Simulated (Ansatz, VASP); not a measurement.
# AlNi: VASP beside Ansatz

File INCAR:

```
SYSTEM = AlNi
ALGO = Fast
EDIFF = 1E-7
ENCUT = 520
GGA = PE
ISIF = 2
ISMEAR = 0
LASPH = .TRUE.
LCHARG = .TRUE.
LELF = .TRUE.
LREAL = .FALSE.
LVHAR = .TRUE.
LWAVE = .FALSE.
NBANDS = 14
NELM = 100
PREC = Accurate
SIGMA = 0.15
```

Contents of KPOINTS:

```
k-points
0
G
  20 20 20
  0 0 0
```

POSCAR

```
AlNi
1.0
    2.8930835280      0.0000000000      0.0000000000
    0.0000000000      2.8930835280      0.0000000000
    0.0000000000      0.0000000000      3.0377377044
Al Ni
1 1
Direct
    0.0000000000      0.0000000000      0.0000000000
    0.5000000000      0.5000000000      0.5000000000
```

Input for Ansatz:

```yaml
crystal:
  lattice:
    - [2.893083528, 0.0, 0.0]
    - [0.0, 2.893083528, 0.0]
    - [0.0, 0.0, 3.0377377044]
  atoms:
    - { symbol: Al, position: [0.0, 0.0, 0.0] }
    - { symbol: Ni, position: [0.5, 0.5, 0.5] }
basis:
  ecutwfc: 420
kpoints:
  mp_grid: { grid: [20, 20, 20] }
hamiltonian:
  xc: pbe
scf:
  occupations: { method: gaussian, width: 0.15 }
output:
  forces: true
  stress: true
  eigenvalues: true
  write_density: true
  write_potential: true
  elf: true
  volumetric_format: npy
```

Change from the starting cell: strain +0.000 along x and y, +0.050 along z, atoms carried along.

Alike in both runs: task single point; functional PBE; k mesh 20 × 20 × 20; occupations gaussian, width 0.15 eV; no spin polarisation.

|  | VASP | Ansatz |
| --- | --- | --- |
| version | VASP 6.6.1 | Ansatz 0.2.0 |
| potentials or method | VASP PAW PBE potentials, release 64 (Al, Ni), cutoff 520 eV | scalar-relativistic, plane waves, PAW |
| valence electrons in the cell | 13 | 21 |

Ansatz gave:

```
gap on the k mesh at the Fermi level (eV)                     : none
pressure (GPa)                                                : -6.9
traceless stress, the component that is largest in VASP (GPa) : -1.61
```

Q: Which values does VASP return?

A: gap on the k mesh at the Fermi level (eV): none; pressure (GPa): -7.0; traceless stress, the component that is largest in VASP (GPa): -1.65.

A gap of «none» marks a metal or a gap that the smearing closes. VASP's potentials hold 13 valence electrons a cell and Ansatz's 21, so a difference there can come from the potentials and not from the codes.
